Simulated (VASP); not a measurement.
Here is a VASP 6.6.1 calculation.

File INCAR:

```
SYSTEM = Re
ALGO     = Normal         ! electronic algorithm
EDIFF    = 1E-6           ! SCF threshold, eV
EDIFFG   = -0.005         ! ionic threshold
ENCUT    = 600            ! plane-wave cutoff, eV
GGA      = PS             ! functional
IBRION   = 2              ! ionic algorithm
ISIF     = 3              ! what is computed and relaxed
ISMEAR   = 0              ! smearing method
LASPH    = .True.         ! aspherical terms in the spheres
LCHARG   = .False.        ! write CHGCAR
LREAL    = .False.        ! projectors in reciprocal space
LWAVE    = .False.        ! write WAVECAR
NELM     = 100            ! most SCF steps
NSW      = 100            ! ionic steps
PREC     = Accurate       ! precision mode
SIGMA    = 0.1            ! smearing width, eV
```

Contents of KPOINTS:

```
k-points
0
Gamma
  18 18 10
  0 0 0
```

The input POSCAR:

```
Re
1.0
    2.7608000000      0.0000000000      0.0000000000
   -1.3804000000      2.3909229348      0.0000000000
    0.0000000000      0.0000000000      4.4582000000
Re
2
Direct
    0.3333333333      0.6666666667      0.2500000000
    0.6666666667      0.3333333333      0.7500000000
```

Potentials or basis: VASP PAW PBE potentials, release 64 (Re).

Command:

```console
$ cat potpaw_PBE.64/Re/POTCAR > POTCAR
$ mpirun -np 1 vasp_std > vasp.out
```

Q: Predict the relaxed volume.

A: 14.56 Å³/atom.

Q: What does it give for the band gap on the k mesh?

A: Zero (band 7 reaches 9.34 eV, above the bottom of band 8 at 6.10 eV).

Final structure:
```yaml
crystal:
  lattice:
    - [2.75100, 0.00000, 0.00000]
    - [-1.37550, 2.38243, 0.00000]
    - [0.00000, 0.00000, 4.44273]
  atoms:
    - { symbol: Re, position: [0.33333, 0.66667, 0.25000] }
    - { symbol: Re, position: [0.66667, 0.33333, 0.75000] }
```

Caveat: the PAW data sets were made with another functional, which shifts forces and pressure a little; spin-orbit coupling is left out, which moves the levels of the heavy elements.
